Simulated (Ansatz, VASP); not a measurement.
**Two plane-wave programs on Hg**

INCAR

```
PREC = Accurate
ENCUT = 520
EDIFF = 1E-7
ISMEAR = -1
SIGMA = 0.1
LREAL = False
LASPH = True
NELM = 100
ALGO = Normal
ISIF = 2
LWAVE = False
LCHARG = False
NBANDS = 12
```

The input KPOINTS:

```
regular mesh
0
Gamma
  14 14 14
```

Contents of POSCAR:

```
Hg
1.0
    0.0000000000      2.2248947353      2.2248947353
    2.2248947353      0.0000000000      2.2248947353
    2.2248947353      2.2248947353      0.0000000000
Hg
1
Direct
    0.0000000000      0.0000000000      0.0000000000
```

Input for Ansatz:

```yaml
crystal:
  lattice:
    - [0.0, 2.2248947353, 2.2248947353]
    - [2.2248947353, 0.0, 2.2248947353]
    - [2.2248947353, 2.2248947353, 0.0]
  atoms:
    - { symbol: Hg, position: [0.0, 0.0, 0.0] }
hamiltonian:
  xc: lda
  pseudopotentials:
    kind: paw
    azcp:
      Hg: "pseudopotentials/Hg.paw.azcp"
basis:
  ecutwfc: 420
  fft_grid_basis: typed
kpoints:
  mp_grid: { grid: [14, 14, 14], shift: [0, 0, 0] }
magnetization:
  spin_polarized: false
scf:
  occupations: { method: fermi_dirac, width: 0.1 }
  lower_state_search: "off"
output:
  stress: true
```

Alike in both runs: task single point; functional LDA; k mesh 14 × 14 × 14; occupations fermi-dirac, width 0.1 eV; no spin polarisation.

```csv
,VASP,Ansatz
version,VASP 6.6.1,Ansatz 0.2.0
potentials or method,"VASP PAW LDA potentials, release 64 (Hg), cutoff 520 eV","plane waves (420 eV) with PAW, scalar-relativistic"
valence electrons in the cell,12,20
```

VASP gave:

- pressure (GPa): 0.5

**Question.** Which values does Ansatz return?

**Answer.** Pressure (GPa): -0.1.

Ansatz warns that its potentials were made for another functional, while VASP's fit it. LDA's correlation is that of Perdew and Zunger in VASP and of Perdew and Wang (1992) in Ansatz. VASP's potentials hold 12 valence electrons a cell and Ansatz's 20, so a difference there can come from the potentials and not from the codes.

Spin-orbit coupling is off throughout.
